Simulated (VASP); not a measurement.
Pt:

```xyz
1
Lattice="0.0000 1.9609 1.9609 1.9609 0.0000 1.9609 1.9609 1.9609 0.0000" Properties=species:S:1:pos:R:3 pbc="T T T"
Pt    0.0000    0.0000    0.0000
```

| Item | Value |
| --- | --- |
| Program | VASP 6.6.1 |
| Task | relaxation of cell and atoms |
| Functional | LDA |
| Potentials or basis | VASP PAW LDA potentials, release 64 (Pt) |
| Cutoff | 600 eV |
| k mesh | 24 × 24 × 24 |
| Occupations | fermi-dirac, width 0.1 eV |
| Spin | no spin polarisation |

At the start: pressure -5.1 GPa; volume 15.08 Å³/atom.

Question: Where does the relaxation end?

Answer: Over 4 steps the energy falls by 4.2 meV/atom and the volume is 14.82 Å³/atom (-1.7 %); space group Fm-3m (No. 225, to 0.05 Å).

The path:
```tsv
step	energy change (eV)	largest force (eV/Å)	pressure (GPa)	volume (Å³)
1	0.0000	0.0000	-5.08	15.08
2	0.0371	0.0000	18.47	14.06
3	-0.0042	0.0000	-0.12	14.82
4	-0.0042	0.0000	-0.01	14.82
```

Final structure:
```yaml
crystal:
  lattice:
    - [0.00000, 1.94952, 1.94952]
    - [1.94952, 0.00000, 1.94952]
    - [1.94952, 1.94952, 0.00000]
  atoms:
    - { symbol: Pt, position: [0.00000, 0.00000, 0.00000] }
```
